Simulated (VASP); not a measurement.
The system is CdSe.

```
Cd Se
1.0
     4.34609    0.00000    0.00000
    -2.17304    3.76382    0.00000
     0.00000    0.00000    7.08984
Cd Se
2 2
Direct
  0.66667 0.33333 0.49995
  0.33333 0.66667 0.99995
  0.66667 0.33333 0.87591
  0.33333 0.66667 0.37591
```

```yaml
Program: VASP 6.6.1
Task: relaxation of cell and atoms
Functional: LDA
Potentials_or_basis: VASP PAW LDA potentials, release 64 (Cd, Se)
Cutoff: 600 eV
k_mesh: 9 × 9 × 4
Occupations: gaussian, width 0.02 eV
Spin: no spin polarisation
```

At the start: pressure -3.0 GPa; volume 28.99 Å³/atom.

**Question.** Where does the relaxation end?

**Answer.** Over 33 steps the energy falls by 16.5 meV/atom and the volume is 27.32 Å³/atom (-5.8 %); space group P6_3mc (No. 186, to 0.1 Å) before and after.

Step by step:
| step | energy change (eV) | largest force (eV/Å) | pressure (GPa) | volume (Å³) |
| --- | --- | --- | --- | --- |
| 1 | 0.0000 | 0.0015 | -2.98 | 115.97 |
| 2 | -0.0580 | 0.0123 | 1.20 | 107.15 |
| 3 | -0.0658 | 0.0090 | 0.01 | 109.28 |
| 4 | -0.0658 | 0.0089 | -0.06 | 109.42 |
| 5 | -0.0658 | 0.0057 | -0.07 | 109.41 |
| 6 | -0.0658 | 0.0034 | -0.06 | 109.40 |
| 7 | -0.0658 | 0.0019 | -0.03 | 109.35 |
| 8 | -0.0658 | 0.0003 | 0.00 | 109.29 |
| 9 | -0.0658 | 0.0007 | 0.00 | 109.28 |
| 10 | -0.0658 | 0.0012 | 0.00 | 109.27 |
| 11 | -0.0658 | 0.0023 | 0.01 | 109.23 |
| 12 | -0.0658 | 0.0017 | 0.02 | 109.25 |
| 13 | -0.0658 | 0.0012 | 0.01 | 109.26 |
| 14 | -0.0658 | 0.0010 | 0.01 | 109.28 |
| 15 | -0.0658 | 0.0012 | 0.00 | 109.31 |
| 16 | -0.0658 | 0.0011 | -0.06 | 109.39 |
| 17 | -0.0658 | 0.0012 | -0.02 | 109.32 |
| 18 | -0.0658 | 0.0016 | -0.03 | 109.32 |
| 19 | -0.0658 | 0.0018 | -0.02 | 109.31 |
| 20 | -0.0658 | 0.0010 | -0.01 | 109.30 |
| 21 | -0.0658 | 0.0013 | -0.01 | 109.27 |
| 22 | -0.0658 | 0.0013 | 0.04 | 109.20 |
| 23 | -0.0658 | 0.0013 | 0.01 | 109.25 |
| 24 | -0.0658 | 0.0016 | 0.03 | 109.26 |
| 25 | -0.0658 | 0.0014 | 0.01 | 109.27 |
| 26 | -0.0658 | 0.0016 | 0.01 | 109.27 |
| 27 | -0.0658 | 0.0010 | 0.01 | 109.28 |
| 28 | -0.0658 | 0.0011 | 0.01 | 109.30 |
| 29 | -0.0658 | 0.0010 | -0.04 | 109.34 |
| 30 | -0.0658 | 0.0011 | -0.03 | 109.31 |
| 31 | -0.0658 | 0.0013 | -0.01 | 109.30 |
| 32 | -0.0658 | 0.0017 | -0.01 | 109.30 |
| 33 | -0.0658 | 0.0006 | -0.01 | 109.28 |

Final structure:
```
CELL_PARAMETERS angstrom
4.25867 0.00000 0.00000
-2.12934 3.68812 0.00000
0.00000 0.00000 6.95789
ATOMIC_POSITIONS crystal
Cd 0.66667 0.33333 0.50022
Cd 0.33333 0.66667 0.00022
Se 0.66667 0.33333 0.87564
Se 0.33333 0.66667 0.37564
```
